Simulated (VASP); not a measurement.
Here is a VASP 6.6.1 calculation.

INCAR

```
SYSTEM = SnSe
PREC = Accurate
ENCUT = 520
EDIFF = 1E-6
ISMEAR = 0
SIGMA = 0.01
LREAL = .FALSE.
LASPH = .TRUE.
NELM = 60
ALGO = Normal
ISIF = 2
LWAVE = .FALSE.
LCHARG = .FALSE.
GGA = PS
NBANDS = 28
```

Contents of KPOINTS:

```
Automatic mesh
0
G
  6 6 2
  0 0 0
```

Contents of POSCAR:

```
SnSe
1.0
    4.2853274200      0.0000000000      0.0000000000
    0.0000000000      4.2853274200      0.0000000000
    0.0000000000      0.0000000000     10.9906921300
Sn Se
2 2
Direct
    0.5000000000      0.0000000000      0.3722291100
    0.0000000000      0.5000000000      0.6277708900
    0.5000000000      0.0000000000      0.6160394900
    0.0000000000      0.5000000000      0.3839605100
```

Potentials or basis: VASP PAW PBE potentials, release 64 (Sn_d, Se).

Run with:

```bash
$ cat potpaw_PBE.64/Sn_d/POTCAR potpaw_PBE.64/Se/POTCAR > POTCAR
$ mpirun -np 1 vasp_std > vasp.out
```

(1) What does it give for the band gap on the k mesh?

(2) What does it give for the largest force?

## Answers

(1) 1.46 eV, direct.

(2) 0.094 eV/Å.

Caveat: the PAW data sets were made with another functional, which shifts forces and pressure a little; spin-orbit coupling is left out, which moves the levels of the heavy elements.
